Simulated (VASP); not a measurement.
Ru: single point with PBE

Ru:

```
Ru
1.0
     2.61020    0.00000    0.00000
    -1.30510    2.26050    0.00000
     0.00000    0.00000    4.10694
Ru
2
Direct
  0.33333 0.66667 0.25000
  0.66667 0.33333 0.75000
```

```
Program             : VASP 6.6.1
Task                : single point
Functional          : PBE
Potentials or basis : VASP PAW PBE potentials, release 64 (Ru_pv)
Cutoff              : 520 eV
k mesh              : 22 × 22 × 12
Occupations         : fermi-dirac, width 0.05 eV
Spin                : collinear spin, ferromagnetic start
Starting moments    : [1.0, 1.0] μB
```

The pressure is 54.4 GPa, the band gap on the k mesh is zero (filled and empty bands overlap) and the net moment is 0.00 μB per cell. The valence electrons inside the program's atomic spheres are Ru 12.95.

Stress tensor (GPa, compression positive):
```
52.59  0.00  0.00
 0.00 52.59  0.00
 0.00  0.00 57.89
```

Levels at points of the mesh, in eV from the Fermi level:
Spin up:
| k point | band 10 | band 11 | band 12 | band 13 | band 14 | band 15 | band 16 | band 17 | band 18 | band 19 |
| --- | --- | --- | --- | --- | --- | --- | --- | --- | --- | --- |
| (0.00, 0.00, 0.00) | -3.11 | -2.82 | -2.28 | -2.28 | -1.71 | -1.71 | 1.38 | 1.38 | 1.54 | 10.28 |
| (0.50, 0.00, 0.00) | -3.64 | -2.37 | -2.00 | -1.73 | 1.67 | 2.19 | 2.33 | 4.73 | 7.00 | 10.28 |
| (0.00, 0.00, 0.50) | -3.32 | -3.32 | -3.32 | -3.05 | -3.05 | 0.66 | 0.66 | 0.66 | 0.66 | 10.28 |
| (0.50, 0.00, 0.50) | -5.34 | -1.30 | -1.30 | 0.53 | 0.53 | 1.99 | 1.99 | 3.88 | 3.88 | 10.28 |
Spin down:
```csv
k point,band 11,band 12,band 13,band 14,band 15,band 16,band 17,band 18
"(0.00, 0.00, 0.00)",-2.82,-2.28,-2.28,-1.71,-1.71,1.38,1.38,1.54
"(0.50, 0.00, 0.00)",-2.37,-2.00,-1.73,1.67,2.19,2.34,4.73,7.00
"(0.00, 0.00, 0.50)",-3.32,-3.32,-3.05,-3.05,0.66,0.66,0.66,0.66
"(0.50, 0.00, 0.50)",-1.30,-1.30,0.53,0.53,1.99,1.99,3.88,3.88
```

Run time: 3.2 min on 1 thread of Intel(R) Xeon(R) Platinum 8488C (Sapphire Rapids), with other jobs on the host, peak memory 0.38 GiB.

Caveat: the cell stands under pressure; an empty level that is flat over the whole mesh can mark a ghost state of the potentials, or a narrow d or f band.
